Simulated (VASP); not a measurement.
Set up this calculation in VASP 6.6.1, as the native input.

```yaml
Task: single point
Functional: PBEsol
Potentials_or_basis: VASP PAW PBE potentials, release 64 (Fe)
Cutoff: 520 eV
k_mesh: 17 × 17 × 9
Occupations: fermi-dirac, width 0.1 eV
Spin: no spin polarisation
Dipole_correction: no
Further_INCAR_settings: ALGO = Normal; EDIFF = 1e-07; NBANDS = 15
```

The structure of Fe lies in POSCAR:

```
Fe
1.0
    2.3971463558      0.0000000000      0.0000000000
   -1.1985731779      2.0759896407      0.0000000000
    0.0000000000      0.0000000000      3.7909023444
Fe
2
Direct
    0.3333333333      0.6666666667      0.2500000000
    0.6666666667      0.3333333333      0.7500000000
```

This cell differs from its parent crystal: volume scaled by 0.96.

The input as run:

INCAR

```
PREC = Accurate
ENCUT = 520
EDIFF = 1E-7
ISMEAR = -1
SIGMA = 0.1
LREAL = False
LASPH = True
NELM = 100
ALGO = Normal
ISIF = 2
LWAVE = False
LCHARG = False
GGA = PS
NBANDS = 15
```

KPOINTS

```
regular mesh
0
Gamma
  17 17 9
```

Potentials or basis: VASP PAW PBE potentials, release 64 (Fe).

Launch:

```console
$ cat potpaw_PBE.64/Fe/POTCAR > POTCAR
$ mpirun -np 1 vasp_std > vasp.out
```

Results of the run:

```
Pressure               : 13.9 GPa
Band gap on the k mesh : zero (band 8 reaches 8.66 eV, above the bottom of band 9 at 6.55 eV)
```

Caveat: the PAW data sets were made with another functional, which shifts forces and pressure a little; the run has no spin polarisation, though such a crystal can be magnetic.

Wall time 94 s on 1 thread of AMD EPYC 7R13 (shared host), peak memory 0.13 GiB.
